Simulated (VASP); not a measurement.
# SnO (P4/nmm) in VASP: notebook, part 2 of 2

VASP 6.6.1. The steps go on from the part before.

## Step 5: Single point, PBEsol

This run uses another cell than the first one, of 17.19 Å³/atom.

Input file INCAR:

```
PREC     = Accurate       # precision mode
ENCUT    = 520            # plane-wave cutoff, eV
EDIFF    = 1E-7           # SCF threshold, eV
ISMEAR   = 0              # smearing method
SIGMA    = 0.15           # smearing width, eV
LREAL    = F              # projectors in reciprocal space
LASPH    = T              # aspherical terms in the spheres
NELM     = 80             # most SCF steps
ALGO     = Normal         # electronic algorithm
ISIF     = 2              # what is computed and relaxed
LWAVE    = F              # write WAVECAR
LCHARG   = F              # write CHGCAR
GGA      = PS             # functional
NBANDS   = 28             # bands
```

Input file KPOINTS:

```
regular mesh
0
Gamma
  10 10 8
```

Input file POSCAR:

```
SnO
1.0
    3.8042540590      0.0000000000      0.0000000000
    0.0000000000      3.8042540590      0.0000000000
    0.0000000000      0.0000000000      4.7505758552
Sn O
2 2
Direct
    0.0000000000      0.5000000000      0.2424656074
    0.5000000000      0.0000000000      0.7575343926
    0.0000000000      0.0000000000      0.0000000000
    0.5000000000      0.5000000000      0.0000000000
```

Command:

```sh
$ cat potpaw_PBE.64/Sn_d/POTCAR potpaw_PBE.64/O/POTCAR > POTCAR
$ mpirun -np 1 vasp_std > vasp.out
```

Wall time 4 min (1 thread of Intel Xeon 8259CL, shared host); peak memory 0.29 GiB.

The run converged. Its results:

```yaml
Free_energy: -24.2152 eV
Pressure: 0.3 GPa
Largest_force: 0.104 eV/Å
Band_gap_on_the_k_mesh: zero (bands 20 and 21 overlap by 0.10 eV)
```

Forces on the atoms (eV/Å):
```
Sn   0.000  0.000  0.104
Sn   0.000  0.000 -0.104
O    0.000  0.000  0.000
O    0.000  0.000  0.000
```

Levels at points of the mesh, in eV from the Fermi level:
| k point | band 18 | band 19 | band 20 | band 21 | band 22 | band 23 |
| --- | --- | --- | --- | --- | --- | --- |
| (0.00, 0.00, 0.00) | -3.28 | -3.28 | -0.09 | 2.04 | 4.43 | 4.48 |
| (0.50, 0.00, 0.00) | -4.99 | -2.86 | -2.86 | 3.17 | 3.17 | 5.77 |
| (0.50, 0.50, 0.00) | -2.61 | -1.97 | -1.97 | -0.17 | -0.17 | 4.33 |
| (0.00, 0.00, 0.50) | -3.30 | -3.08 | -2.29 | 1.50 | 2.70 | 2.70 |
| (0.50, 0.00, 0.50) | -4.94 | -1.82 | -1.82 | 2.56 | 2.56 | 5.22 |
| (0.50, 0.50, 0.50) | -2.87 | -2.61 | -2.61 | 2.20 | 2.20 | 4.07 |

Caveat: semilocal functionals underestimate gaps, and a narrow one can read as zero; the PAW data sets were made with another functional, which shifts forces and pressure a little; spin-orbit coupling is left out, which moves the levels of the heavy elements.

## Step 6: Single point, PBEsol

This run uses another cell than the first one, of 18.59 Å³/atom.

Input file INCAR:

```
  PREC = Accurate
  ENCUT = 520
  EDIFF = 1E-6
  ISMEAR = 0
  SIGMA = 0.15
  LREAL = F
  LASPH = T
  NELM = 100
  ALGO = Normal
  ISIF = 2
  LWAVE = F
  LCHARG = F
  GGA = PS
  NBANDS = 28
```

KPOINTS is that of step 5.

POSCAR: that of step 5 with these lines changed.

```diff
@@ -2,4 +2,4 @@
 1.0
-    3.8042540590      0.0000000000      0.0000000000
-    0.0000000000      3.8042540590      0.0000000000
+    3.9564242214      0.0000000000      0.0000000000
+    0.0000000000      3.9564242214      0.0000000000
     0.0000000000      0.0000000000      4.7505758552
```

Potentials or basis: VASP PAW PBE potentials, release 64 (Sn_d, O).

Command:

```sh
$ cat potpaw_PBE.64/Sn_d/POTCAR potpaw_PBE.64/O/POTCAR > POTCAR
$ mpirun -np 1 vasp_std > vasp.out
```

OUTCAR:

```text
PREC = Accurate
   ENCUT = 520
   EDIFF = 1E-6
   ISMEAR = 0
   LREAL = F
   LASPH = T
   NELM = 100
   ISIF = 2
   GGA = PS

 ion  position               nearest neighbor table
   1  0.000  0.500  0.242-   3 2.29   4 2.29   3 2.29   4 2.29   2 3.62   2 3.62   2 3.62   2 3.62
                             2 3.72   2 3.72   2 3.72   2 3.72
   2  0.500  0.000  0.758-   3 2.29   4 2.29   4 2.29   3 2.29   1 3.62   1 3.62   1 3.62   1 3.62
                             1 3.72   1 3.72   1 3.72   1 3.72
   3  0.000  0.000  0.000-   1 2.29   2 2.29   1 2.29   2 2.29
   4  0.500  0.500  0.000-   1 2.29   2 2.29   2 2.29   1 2.29

  LATTYP: Found a simple tetragonal cell.
 ALAT       =     3.9564242214
 C/A-ratio  =     1.2007245910

  Lattice vectors:

 A1 = (   3.9564242214,   0.0000000000,   0.0000000000)
 A2 = (   0.0000000000,   3.9564242214,   0.0000000000)
 A3 = (   0.0000000000,   0.0000000000,   4.7505758552)

Analysis of symmetry for initial positions (statically):
=====================================================================
 Subroutine PRICEL returns:
 Original cell was already a primitive cell.

 Routine SETGRP: Setting up the symmetry group for a
 simple tetragonal supercell.

 Subroutine GETGRP returns: Found 16 space group operations
 (whereof  8 operations were pure point group operations)
 out of a pool of 16 trial point group operations.

The static configuration has the point symmetry D_2d.
 The point group associated with its full space group is D_4h.

Analysis of symmetry for dynamics (positions and initial velocities):
=====================================================================
 Subroutine PRICEL returns:
 Original cell was already a primitive cell.

 Routine SETGRP: Setting up the symmetry group for a
 simple tetragonal supercell.

 Subroutine GETGRP returns: Found 16 space group operations
[... 125 lines left out ...]
   IALGO  =     38    algorithm
   IMIX   =      4    mixing-type and parameters
     AMIX     =   0.40;   BMIX     =  1.00
     AMIX_MAG =   1.60;   BMIX_MAG =  1.00
  volume/ion in A,a.u.               =      18.59       125.46
  Fermi-wavevector in a.u.,A,eV,Ry     =   1.331407  2.515994 24.118295  1.772645
  Thomas-Fermi vector in A             =   2.460420
   LORBIT       =      0    0 simple, 1 ext, 2 COOP (PROOUT), +10 PAW based schemes
   GGA     = PS    functional components
   LHFCALC =     F    Hartree Fock is set to
   AEXX    =    0.0000 exact exchange contribution
   IVDW    =     0    specifies the selected vdW correction
   LEPSILON=     F    determine dielectric tensor
   LRPA    =     F    only Hartree local field effects (RPA)
 non-spin polarized calculation
 Gauss-broadening in eV      SIGMA  =   0.15
  energy-cutoff  :      520.00
  volume of cell :       74.36
 maximum number of plane-waves:      2033
 NGX is ok and might be reduce to    30
   NGX = 15   NGY = 15   NGZ = 17

 number of electron      39.9999990 magnetization

 Free energy of the ion-electron system (eV)
  ---------------------------------------------------
  ext. energy  EPLUGINS =         0.00000000
  ---------------------------------------------------
  free energy    TOTEN  =       -24.07511431 eV

  energy without entropy =      -24.07484278  energy(sigma->0) =      -24.07497854

 E-fermi :   6.1228     XC(G=0): -10.2137

 val. band max:        5.9084135031   @ k =   0.1000   0.1000   0.0000
 cond. band min:       6.2491624270   @ k =   0.5000   0.5000   0.0000
 fundamental gap:      0.3407489239
 Fermi energy:         6.1228195080

 k-point     1 :       0.0000    0.0000    0.0000
  band No.  band energies     occupation
      1     -15.4575      2.00000
      2     -15.1614      2.00000
      3     -15.1614      2.00000
      4     -15.1380      2.00000
      5     -15.1282      2.00000
      6     -15.1258      2.00000
[... 733 lines left out ...]
     27      13.2105      0.00000
     28      15.2090      0.00000

 [... further k-points ...]

------------------------ aborting loop because EDIFF is reached ----------------------------------------

  FORCE on cell =-STRESS in cart. coord.  units (eV):
  Direction    XX          YY          ZZ          XY          YZ          ZX
  --------------------------------------------------------------------------------------
  -------------------------------------------------------------------------------------
  Total       -3.7090421     -3.7090421     -1.8260517      0.0000000      0.0000000      0.0000000
  in kB      -79.9135438    -79.9135438    -39.3433831      0.0000000      0.0000000      0.0000000
  external PRESSURE =     -66.3901569 kB  Pullay stress =       0.0000000 kB

 VOLUME and BASIS-vectors are now :
 -----------------------------------------------------------------------------
  energy-cutoff  :      520.00
  volume of cell :       74.36
      direct lattice vectors                 reciprocal lattice vectors
     3.956424221  0.000000000  0.000000000     0.252753482  0.000000000  0.000000000
     0.000000000  3.956424221  0.000000000     0.000000000  0.252753482  0.000000000
     0.000000000  0.000000000  4.750575855     0.000000000  0.000000000  0.210500796

 POSITION                                       TOTAL-FORCE (eV/Angst)
 -----------------------------------------------------------------------------------
      0.00000      1.97821      1.15185        -0.000000      0.000000     -0.687534
      1.97821      0.00000      3.59872         0.000000      0.000000      0.687534
      0.00000      0.00000      0.00000        -0.000000     -0.000000     -0.000000
      1.97821      1.97821      0.00000         0.000000      0.000000     -0.000000
 -----------------------------------------------------------------------------------
    total drift:                                0.000000      0.000000     -0.000000

  FREE ENERGIE OF THE ION-ELECTRON SYSTEM (eV)
  ---------------------------------------------------
  free  energy   TOTEN  =       -24.0751143081 eV

  energy  without entropy=      -24.0748427796  energy(sigma->0) =      -24.07497854
```

Run time: 4.5 min. Hardware: 1 thread of Intel Xeon 8259CL, shared host; peak memory 0.3 GiB.

What came out:

```
Free energy            : -24.0751 eV
Pressure               : -6.6 GPa
Largest force          : 0.688 eV/Å
Band gap on the k mesh : 0.34 eV (least direct gap 1.83 eV)
```

Forces on the atoms (eV/Å):
```
Sn   0.000  0.000 -0.688
Sn   0.000  0.000  0.688
O    0.000  0.000  0.000
O    0.000  0.000  0.000
```

Caveat: the cell stands under tension; semilocal functionals underestimate gaps, and a narrow one can read as zero; the PAW data sets were made with another functional, which shifts forces and pressure a little; spin-orbit coupling is left out, which moves the levels of the heavy elements.

## Step 7: Overview

| cell | gap on the mesh (eV) | pressure (GPa) | largest force (eV/Å) |
| --- | --- | --- | --- |
| a = 3.652, b = 3.652, c = 4.751 Å, 4 atoms | none | 10.7 | 1.24 |
| a = 3.728, b = 3.728, c = 4.751 Å, 4 atoms | none | 5.0 | 0.62 |
| a = 3.880, b = 3.880, c = 4.751 Å, 4 atoms | 0.13 | -3.5 | 0.33 |
| a = 3.804, b = 3.804, c = 4.751 Å, 4 atoms | none | 0.3 | 0.10 |
| a = 3.956, b = 3.956, c = 4.751 Å, 4 atoms | 0.34 | -6.6 | 0.69 |

Alike in all rows: task single point; level PBEsol; potentials or basis VASP PAW PBE potentials, release 64 (Sn_d, O); no spin polarisation; k mesh 10 × 10 × 8; cutoff (eV) 520; smearing gaussian 0.15 eV.

Caveats: semilocal functionals underestimate gaps, and a narrow one can read as zero; the PAW data sets were made with another functional, which shifts forces and pressure a little; spin-orbit coupling is left out, which moves the levels of the heavy elements; the cell stands under tension (at least some runs); the stress differs along the axes, from 7 to 13 GPa (at least some runs); the cell stands under pressure (at least some runs).

Absolute energies hang on the potentials; compare differences alone.

The gap in the log of VASP goes by the Fermi energy; the results here count the filled bands.